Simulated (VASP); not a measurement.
# Ni (Fm-3m) in VASP: a series of runs

Runs on Ni. Level: PBE. Tasks: single point.

All numbers are computed with VASP 6.6.1; they aren't measurements. Logs are shortened: lines on timing, memory, paths and dates and some standing lists are left out, and cuts for length are marked.

### Step 1. The cell of the first run

The structure is cubic, space group Fm-3m (No. 225). Conventional cell: a = 3.536 Å, b = 3.536 Å, c = 3.536 Å, α = 90.00°, β = 90.00°, γ = 90.00°. Within 3.3 Å of Ni (site symmetry m-3m) lie 12 Ni at 2.50 Å.

### Step 2. Single point, PBE, collinear spin, ferromagnetic start

Input file INCAR:

```
SYSTEM = Ni
PREC = Accurate
ENCUT = 600
EDIFF = 1E-6
ISMEAR = 1
SIGMA = 0.053
LREAL = .False.
LASPH = .True.
NELM = 200
ALGO = Normal
ISIF = 2
LWAVE = .False.
LCHARG = .False.
ISPIN = 2
MAGMOM = 0.81
LORBIT = 11
LMAXMIX = 4
GGA = PE
NBANDS = 15
GGA_COMPAT = .False.
```

Input file KPOINTS:

```
regular mesh
0
Gamma
  8 8 8
  0 0 0
```

Input file POSCAR:

```
Ni
1.0
    0.0000000000      1.7679500000      1.7679500000
    1.7679500000      0.0000000000      1.7679500000
    1.7679500000      1.7679500000      0.0000000000
Ni
1
Direct
    0.0000000000      0.0000000000      0.0000000000
```

Potentials or basis: VASP PAW PBE potentials, release 64 (Ni).

Started as:

```sh
> cat potpaw_PBE.64/Ni/POTCAR > POTCAR
> mpirun -np 1 vasp_std > vasp.out
```

OUTCAR:

```text
SYSTEM = Ni
   PREC = Accurate
   ENCUT = 600
   EDIFF = 1E-6
   ISMEAR = 1
   LREAL = .False.
   LASPH = .True.
   NELM = 200
   ISIF = 2
   ISPIN = 2
   LORBIT = 11
   GGA = PE

 ion  position               nearest neighbor table
   1  0.000  0.000  0.000-

  LATTYP: Found a face centered cubic cell.
 ALAT       =     3.5359000000

  Lattice vectors:

 A1 = (   0.0000000000,   1.7679500000,   1.7679500000)
 A2 = (   1.7679500000,   0.0000000000,   1.7679500000)
 A3 = (   1.7679500000,   1.7679500000,   0.0000000000)

Analysis of symmetry for initial positions (statically):
=====================================================================
 Subroutine PRICEL returns:
 Original cell was already a primitive cell.

 Routine SETGRP: Setting up the symmetry group for a
 face centered cubic supercell.

 Subroutine GETGRP returns: Found 48 space group operations
 (whereof 48 operations were pure point group operations)
 out of a pool of 48 trial point group operations.

The static configuration has the point symmetry O_h .

Analysis of symmetry for dynamics (positions and initial velocities):
=====================================================================
 Subroutine PRICEL returns:
 Original cell was already a primitive cell.

 Routine SETGRP: Setting up the symmetry group for a
 face centered cubic supercell.

 Subroutine GETGRP returns: Found 48 space group operations
 (whereof 48 operations were pure point group operations)
 out of a pool of 48 trial point group operations.

The dynamic configuration has the point symmetry O_h .

Analysis of structural, dynamic, and magnetic symmetry:
=====================================================================
 Subroutine PRICEL returns:
 Original cell was already a primitive cell.

 Routine SETGRP: Setting up the symmetry group for a
 face centered cubic supercell.

 Subroutine GETGRP returns: Found 48 space group operations
 (whereof 48 operations were pure point group operations)
 out of a pool of 48 trial point group operations.

The overall configuration has the point symmetry O_h .

 Subroutine INISYM returns: Found 48 space group operations
 (whereof 48 operations are pure point group operations),
 and found     1 'primitive' translations

----------------------------------------------------------------------------------------

                                     Primitive cell

  volume of cell :      11.0520

  direct lattice vectors                    reciprocal lattice vectors
     0.000000000  1.767950000  1.767950000    -0.282813428  0.282813428  0.282813428
     1.767950000  0.000000000  1.767950000     0.282813428 -0.282813428  0.282813428
     1.767950000  1.767950000  0.000000000     0.282813428  0.282813428 -0.282813428

  length of vectors
     2.500258868  2.500258868  2.500258868     0.489847226  0.489847226  0.489847226

  position of ions in fractional coordinates (direct lattice)
     0.000000000  0.000000000  0.000000000

  ion indices of the primitive-cell ions
   primitive index   ion index
                 1           1

----------------------------------------------------------------------------------------

 KPOINTS: regular mesh

Automatic generation of k-mesh.
 Grid dimensions read from file:
 generate k-points for:    8    8    8

 Generating k-lattice:

  Cartesian coordinates                     Fractional coordinates (reciprocal lattice)
    -0.035351678  0.035351678  0.035351678     0.125000000  0.000000000  0.000000000
     0.035351678 -0.035351678  0.035351678     0.000000000  0.125000000  0.000000000
     0.035351678  0.035351678 -0.035351678     0.000000000  0.000000000  0.125000000

  Length of vectors
     0.061230903  0.061230903  0.061230903

  Shift w.r.t. Gamma in fractional coordinates (k-lattice)
     0.000000000  0.000000000  0.000000000

 Subroutine IBZKPT returns following result:
 ===========================================

 Found     29 irreducible k-points:

 Following reciprocal coordinates:
            Coordinates               Weight
  0.000000  0.000000  0.000000      1.000000
  0.125000  0.000000  0.000000      8.000000
  0.250000  0.000000  0.000000      8.000000
  0.375000  0.000000  0.000000      8.000000
  0.500000  0.000000  0.000000      4.000000
  0.125000  0.125000  0.000000      6.000000
[... 16 lines left out ...]
  0.500000  0.250000  0.125000     48.000000
 -0.375000  0.250000  0.125000     24.000000
 [... further k-points ...]
   k-points           NKPTS =     29   k-points in BZ     NKDIM =     29   number of bands    NBANDS=     15
   number of dos      NEDOS =    301   number of ions     NIONS =      1
   total plane-waves  NPLWV =   8000
   dimension x,y,z NGX =    20 NGY =   20 NGZ =   20
   dimension x,y,z NGXF=    40 NGYF=   40 NGZF=   40
   ions per type =               1
   NGX,Y,Z   is equivalent  to a cutoff of  13.30, 13.30, 13.30 a.u.
   NGXF,Y,Z  is equivalent  to a cutoff of  26.60, 26.60, 26.60 a.u.
 SYSTEM =  Ni
   PREC   = accura    normal or accurate (medium, high low for compatibility)
   ISTART =      0    job   : 0-new  1-cont  2-samecut
   ICHARG =      2    charge: 1-file 2-atom 10-const
   ISPIN  =      2    spin polarized calculation?
   LNONCOLLINEAR =      F non collinear calculations
   LSORBIT =      F    spin-orbit coupling
   LASPH  =      T    aspherical Exc in radial PAW
   ENCUT  =  600.0 eV  44.10 Ry    6.64 a.u.   4.99  4.99  4.99*2*pi/ulx,y,z
   NELM   =    200;   NELMIN=  2; NELMDL= -5     # of ELM steps
   EDIFF  = 0.1E-05   stopping-criterion for ELM
   LREAL  =      F    real-space projection
   EDIFFG = 0.1E-04   stopping-criterion for IOM
   NSW    =      0    number of steps for IOM
   IBRION =     -1    ionic relax: 0-MD 1-quasi-New 2-CG
   NFREE  =      0    steps in history (QN), initial steepest desc. (CG)
   ISIF   =      2    stress and relaxation
   ISYM   =      2    0-nonsym 1-usesym 2-fastsym
   POTIM  = 0.5000    time-step for ionic-motion
   TEBEG  =    0.0;   TEEND  =   0.0 temperature during run
   PSTRESS=    0.0 pullay stress
   NELECT =      10.0000    total number of electrons
   NUPDOWN=      -1.0000    fix difference up-down
   EMIN   =  10.00;   EMAX   =-10.00  energy-range for DOS
   EFERMI =   0.00;   METHOD = LEGACY
   ISMEAR =     1;   SIGMA  =   0.05  broadening in eV -4-tet -1-fermi 0-gaus
   EFERMI_NEDOS =   21; number of points for ismear=-14 and -15
   IALGO  =     38    algorithm
   IMIX   =      4    mixing-type and parameters
     AMIX     =   0.40;   BMIX     =  1.00
     AMIX_MAG =   1.60;   BMIX_MAG =  1.00
  volume/ion in A,a.u.               =      11.05        74.58
  Fermi-wavevector in a.u.,A,eV,Ry     =   1.583415  2.992221 34.112584  2.507204
  Thomas-Fermi vector in A             =   2.683189
   LORBIT       =     11    0 simple, 1 ext, 2 COOP (PROOUT), +10 PAW based schemes
   GGA     = PE    functional components
   LHFCALC =     F    Hartree Fock is set to
   AEXX    =    0.0000 exact exchange contribution
   IVDW    =     0    specifies the selected vdW correction
   LEPSILON=     F    determine dielectric tensor
   LRPA    =     F    only Hartree local field effects (RPA)
 spin polarized calculation
 Methfessel and Paxton  Order N= 1 SIGMA  =   0.05
  energy-cutoff  :      600.00
  volume of cell :       11.05
 maximum number of plane-waves:       380
   NGX =  9   NGY =  9   NGZ =  9

 number of electron      10.0000010 magnetization       0.6975752

 Free energy of the ion-electron system (eV)
  ---------------------------------------------------
  ext. energy  EPLUGINS =         0.00000000
  ---------------------------------------------------
  free energy    TOTEN  =        -5.46722436 eV

  energy without entropy =       -5.46656027  energy(sigma->0) =       -5.46700300

 E-fermi :   9.1509     XC(G=0): -13.1664

 val. band max:        9.1507782481   @ k =   0.5000   0.3750   0.1250
 cond. band min:       9.1541920673   @ k =   0.3750   0.3750   0.0000
 fundamental gap:      0.0034138192
 Fermi energy:         9.1508636619

 spin component 1

 k-point     1 :       0.0000    0.0000    0.0000
  band No.  band energies     occupation
      1       0.2473      1.00000
      2       6.6995      1.00000
      3       6.6995      1.00000
      4       6.6995      1.00000
      5       7.8465      1.00000
      6       7.8465      1.00000
      7      32.7449      0.00000
      8      36.4754      0.00000
      9      36.4754      0.00000
     10      36.4754      0.00000
     11      39.3528      0.00000
     12      39.3528      0.00000
     13      39.3528      0.00000
     14      42.3778      0.00000
     15      48.4777      0.00000
[... 397 lines left out ...]
 k-point    24 :      -0.3750    0.2500    0.1250
  band No.  band energies     occupation
      1       5.2140      1.00000
      2       6.0590      1.00000
      3       6.6291      1.00000
      4       7.3286      1.00000
      5       8.3931      1.00000
      6      12.4417      0.00000
      7      15.0983      0.00000
      8      24.9772      0.00000
      9      25.8117      0.00000
     10      34.6292      0.00000
     11      38.7273      0.00000
     12      46.0643      0.00000
     13      48.3944      0.00000
     14      49.0857      0.00000
     15      50.5531      0.00000

 [... further k-points ...]

 spin component 2

 k-point     1 :       0.0000    0.0000    0.0000
  band No.  band energies     occupation
      1       0.2240      1.00000
      2       7.5219      1.00000
      3       7.5219      1.00000
      4       7.5219      1.00000
      5       8.5047      1.00000
      6       8.5047      1.00000
      7      32.5836      0.00000
      8      36.4726      0.00000
      9      36.4726      0.00000
     10      36.4726      0.00000
     11      39.4757      0.00000
     12      39.4757      0.00000
     13      39.4757      0.00000
     14      42.2521      0.00000
     15      48.6955      0.00000
[... 397 lines left out ...]
 k-point    24 :      -0.3750    0.2500    0.1250
  band No.  band energies     occupation
      1       5.7688      1.00000
      2       6.5196      1.00000
      3       7.2854      1.00000
      4       8.0076      1.00000
      5       9.2509     -0.01129
      6      12.7275      0.00000
      7      15.4738      0.00000
      8      25.0626      0.00000
      9      25.9367      0.00000
     10      34.6417      0.00000
     11      38.7780      0.00000
     12      46.0369      0.00000
     13      48.4707      0.00000
     14      49.2068      0.00000
     15      50.8284      0.00000

 [... further k-points ...]

------------------------ aborting loop because EDIFF is reached ----------------------------------------

  FORCE on cell =-STRESS in cart. coord.  units (eV):
  Direction    XX          YY          ZZ          XY          YZ          ZX
  --------------------------------------------------------------------------------------
  -------------------------------------------------------------------------------------
  Total       -0.1942407     -0.1942407     -0.1942407      0.0000000      0.0000000     -0.0000000
  in kB      -28.1585913    -28.1585913    -28.1585913      0.0000000      0.0000000     -0.0000000
  external PRESSURE =     -28.1585913 kB  Pullay stress =       0.0000000 kB

 VOLUME and BASIS-vectors are now :
 -----------------------------------------------------------------------------
  energy-cutoff  :      600.00
  volume of cell :       11.05
      direct lattice vectors                 reciprocal lattice vectors
     0.000000000  1.767950000  1.767950000    -0.282813428  0.282813428  0.282813428
     1.767950000  0.000000000  1.767950000     0.282813428 -0.282813428  0.282813428
     1.767950000  1.767950000  0.000000000     0.282813428  0.282813428 -0.282813428

 POSITION                                       TOTAL-FORCE (eV/Angst)
 -----------------------------------------------------------------------------------
      0.00000      0.00000      0.00000         0.000000     -0.000000     -0.000000
 -----------------------------------------------------------------------------------
    total drift:                               -0.000000     -0.000000     -0.000000

  FREE ENERGIE OF THE ION-ELECTRON SYSTEM (eV)
  ---------------------------------------------------
  free  energy   TOTEN  =        -5.4672243632 eV

  energy  without entropy=       -5.4665602665  energy(sigma->0) =       -5.46700300

 total charge

# of ion       s       p       d       tot
------------------------------------------
    1        0.492   0.489   8.298   9.280

 magnetization (x)

# of ion       s       p       d       tot
------------------------------------------
    1       -0.004  -0.023   0.738   0.711
```

Run time: 11 s. Hardware: 1 thread of AMD EPYC 7R13 (Zen 3), shared host; peak memory 0.1 GiB.

Results:

```yaml
Free_energy: -5.4672 eV
Pressure: -2.8 GPa
Net_moment: 0.70 μB per cell
Site_moments: Ni +0.71 μB
Valence_electrons_inside_the_program's_atomic_spheres: Ni 9.28
```

Levels at points of the mesh, in eV from the Fermi level:
Spin up:
| k point | band 3 | band 4 | band 5 | band 6 | band 7 | band 8 |
| --- | --- | --- | --- | --- | --- | --- |
| (0.00, 0.00, 0.00) | -2.45 | -2.45 | -1.30 | -1.30 | 23.59 | 27.32 |
| (0.50, 0.00, 0.00) | -2.43 | -0.67 | -0.67 | -0.26 | 5.52 | 22.10 |
| (0.50, 0.50, 0.00) | -0.62 | -0.55 | -0.55 | 2.44 | 9.05 | 14.67 |
Spin down:
| k point | band 2 | band 3 | band 4 | band 5 | band 6 | band 7 | band 8 | band 9 |
| --- | --- | --- | --- | --- | --- | --- | --- | --- |
| (0.00, 0.00, 0.00) | -1.63 | -1.63 | -1.63 | -0.65 | -0.65 | 23.43 | 27.32 | 27.32 |
| (0.50, 0.00, 0.00) | -1.74 | -1.74 | -0.32 | 0.16 | 0.16 | 5.98 | 21.95 | 24.50 |
| (0.50, 0.50, 0.00) | -3.48 | 0.07 | 0.39 | 0.39 | 2.41 | 9.33 | 14.70 | 14.70 |

Caveat: the k points lie up to 0.38 Å⁻¹ apart.

### Step 3. Single point, PBE, collinear spin, ferromagnetic start

Input file INCAR:

```
PREC = Accurate
ENCUT = 600
EDIFF = 1E-6
ISMEAR = 1
SIGMA = 0.1
LREAL = False
LASPH = True
NELM = 200
ALGO = Normal
ISIF = 2
LWAVE = False
LCHARG = True
ISPIN = 2
MAGMOM = 0.81
LORBIT = 11
LMAXMIX = 4
GGA = PE
LELF = True
LVHAR = True
NBANDS = 15
GGA_COMPAT = False
```

Input file KPOINTS:

```
Automatic mesh
0
Gamma
  8 8 8
```

POSCAR is that of step 2.

Potentials or basis: VASP PAW PBE potentials, release 64 (Ni).

Started as:

```sh
> cat potpaw_PBE.64/Ni/POTCAR > POTCAR
> mpirun -np 1 vasp_std > vasp.out
```

OUTCAR:

```text
PREC = Accurate
   ENCUT = 600
   EDIFF = 1E-6
   ISMEAR = 1
   LREAL = False
   LASPH = True
   NELM = 200
   ISIF = 2
   ISPIN = 2
   LORBIT = 11
   GGA = PE

 ion  position               nearest neighbor table
   1  0.000  0.000  0.000-

  LATTYP: Found a face centered cubic cell.
 ALAT       =     3.5359000000

  Lattice vectors:

 A1 = (   0.0000000000,   1.7679500000,   1.7679500000)
 A2 = (   1.7679500000,   0.0000000000,   1.7679500000)
 A3 = (   1.7679500000,   1.7679500000,   0.0000000000)

Analysis of symmetry for initial positions (statically):
=====================================================================
 Subroutine PRICEL returns:
 Original cell was already a primitive cell.

 Routine SETGRP: Setting up the symmetry group for a
 face centered cubic supercell.

 Subroutine GETGRP returns: Found 48 space group operations
 (whereof 48 operations were pure point group operations)
 out of a pool of 48 trial point group operations.

The static configuration has the point symmetry O_h .

Analysis of symmetry for dynamics (positions and initial velocities):
=====================================================================
[... 622 lines left out ...]
      6       8.5054      1.00000
      7      32.5849      0.00000
      8      36.4730      0.00000
      9      36.4730      0.00000
     10      36.4730      0.00000
     11      39.4771      0.00000
     12      39.4771      0.00000
     13      39.4771      0.00000
     14      42.2528      0.00000
[... 403 lines left out ...]
      4       8.0086      1.00000
      5       9.2528     -0.02753
      6      12.7286      0.00000
      7      15.4751      0.00000
      8      25.0636      0.00000
      9      25.9375      0.00000
     10      34.6425      0.00000
     11      38.7791      0.00000
     12      46.0378      0.00000
     13      48.4715      0.00000
     14      49.2075      0.00000
     15      50.8296      0.00000

 [... further k-points ...]
[... 5 lines left out ...]
  --------------------------------------------------------------------------------------
  -------------------------------------------------------------------------------------
  Total       -0.1977107     -0.1977107     -0.1977107      0.0000000      0.0000000     -0.0000000
  in kB      -28.6616224    -28.6616224    -28.6616224      0.0000000      0.0000000     -0.0000000
  external PRESSURE =     -28.6616224 kB  Pullay stress =       0.0000000 kB

 VOLUME and BASIS-vectors are now :
 -----------------------------------------------------------------------------
  energy-cutoff  :      600.00
  volume of cell :       11.05
      direct lattice vectors                 reciprocal lattice vectors
     0.000000000  1.767950000  1.767950000    -0.282813428  0.282813428  0.282813428
     1.767950000  0.000000000  1.767950000     0.282813428 -0.282813428  0.282813428
     1.767950000  1.767950000  0.000000000     0.282813428  0.282813428 -0.282813428

 POSITION                                       TOTAL-FORCE (eV/Angst)
 -----------------------------------------------------------------------------------
      0.00000      0.00000      0.00000        -0.000000      0.000000      0.000000
 -----------------------------------------------------------------------------------
    total drift:                               -0.000000     -0.000000     -0.000000

  FREE ENERGIE OF THE ION-ELECTRON SYSTEM (eV)
  ---------------------------------------------------
  free  energy   TOTEN  =        -5.4677712616 eV

  energy  without entropy=       -5.4666770919  energy(sigma->0) =       -5.46740654

 total charge

# of ion       s       p       d       tot
------------------------------------------
    1        0.492   0.489   8.299   9.280

 magnetization (x)

# of ion       s       p       d       tot
------------------------------------------
    1       -0.004  -0.022   0.737   0.711
```

stdout:

```text
POSCAR found type information on POSCAR Ni
 POSCAR found :  1 types and       1 ions
 scaLAPACK will be used
 LDA part: xc-table for (Slater+PW92), standard interpolation
 POSCAR, INCAR and KPOINTS ok, starting setup
 FFT: planning ... GRIDC
 FFT: planning ... GRID_SOFT
 FFT: planning ... GRID
 WAVECAR not read
 entering main loop
```

Run time: 11 s. Hardware: 1 thread of AMD EPYC 7R13 (Zen 3), shared host; peak memory 0.1 GiB.

What came out:

```
Free energy                                           : -5.4678 eV
Pressure                                              : -2.9 GPa
Net moment                                            : 0.70 μB per cell
Site moments                                          : Ni +0.71 μB
Valence electrons inside the program's atomic spheres : Ni 9.28
```

Levels at points of the mesh, in eV from the Fermi level:
Spin up:
```csv
k point,band 1,band 2,band 3,band 4,band 5,band 6,band 7,band 8,band 9,band 10
"(0.00, 0.00, 0.00)",-8.90,-2.45,-2.45,-2.45,-1.30,-1.30,23.59,27.32,27.32,27.32
"(0.50, 0.00, 0.00)",-4.78,-2.43,-2.43,-0.67,-0.67,-0.26,5.52,22.09,24.39,24.39
"(0.50, 0.50, 0.00)",-4.59,-4.16,-0.61,-0.54,-0.54,2.44,9.06,14.67,14.67,19.51
```
Spin down:
```tsv
k point	band 1	band 2	band 3	band 4	band 5	band 6	band 7	band 8
(0.00, 0.00, 0.00)	-8.93	-1.63	-1.63	-1.63	-0.64	-0.64	23.43	27.32
(0.50, 0.00, 0.00)	-4.30	-1.74	-1.74	-0.32	0.16	0.16	5.99	21.95
(0.50, 0.50, 0.00)	-4.20	-3.48	0.07	0.40	0.40	2.41	9.33	14.70
```

Caveat: the k points lie up to 0.38 Å⁻¹ apart.
